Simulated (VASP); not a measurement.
Here is a VASP 6.6.1 calculation.

Contents of INCAR:

```
PREC     = Accurate       # precision mode
ENCUT    = 520            # plane-wave cutoff, eV
EDIFF    = 1E-6           # SCF threshold, eV
ISMEAR   = 0              # smearing method
SIGMA    = 0.1            # smearing width, eV
LREAL    = False          # projectors in reciprocal space
LASPH    = True           # aspherical terms in the spheres
NELM     = 150            # most SCF steps
ALGO     = Normal         # electronic algorithm
ISIF     = 2              # what is computed and relaxed
LWAVE    = False          # write WAVECAR
LCHARG   = False          # write CHGCAR
ISPIN    = 2              # spin polarisation
MAGMOM   = 0 0.19 0.19 1.73 1.73 # initial moments
LORBIT   = 11             # projections on sites
LMAXMIX  = 4              # l up to which the mixer works
GGA      = PE             # functional
NBANDS   = 30             # bands
```

KPOINTS

```
regular mesh
0
Gamma
  3 3 3
```

The input POSCAR:

```
CuBr2N2
1.0
    3.8371950000     -3.8872890000      0.0000000000
    3.8371950000      3.8872890000      0.0000000000
   -0.7380830000      0.0000000000      3.9625100000
Cu Br N
1 2 2
Direct
    0.0000000000      0.0000000000      0.0000000000
    0.7527280000      0.7527280000      0.5777260000
    0.2472720000      0.2472720000      0.4222740000
    0.2410870000      0.7589130000      0.0000000000
    0.7589130000      0.2410870000      0.0000000000
```

Potentials or basis: VASP PAW PBE potentials, release 64 (Cu, Br, N).

Launch:

```bash
$ cat potpaw_PBE.64/Cu/POTCAR potpaw_PBE.64/Br/POTCAR potpaw_PBE.64/N/POTCAR > POTCAR
$ mpirun -np 1 vasp_std > vasp.out
```

(1) Estimate the site moments.

(2) Predict the band gap on the k mesh.

(3) Estimate the net moment.

Answers

(1) Cu +0.10; Br +0.21; N +1.51 μB.

(2) 0.19 eV (least direct gap 0.28 eV).

(3) 4.99 μB per cell.

Caveat: the k points lie up to 0.53 Å⁻¹ apart; an odd mesh through Γ misses points on the zone boundary, where band edges can lie; a cell with one magnetic atom can't hold antiferromagnetic order, which such compounds often take.
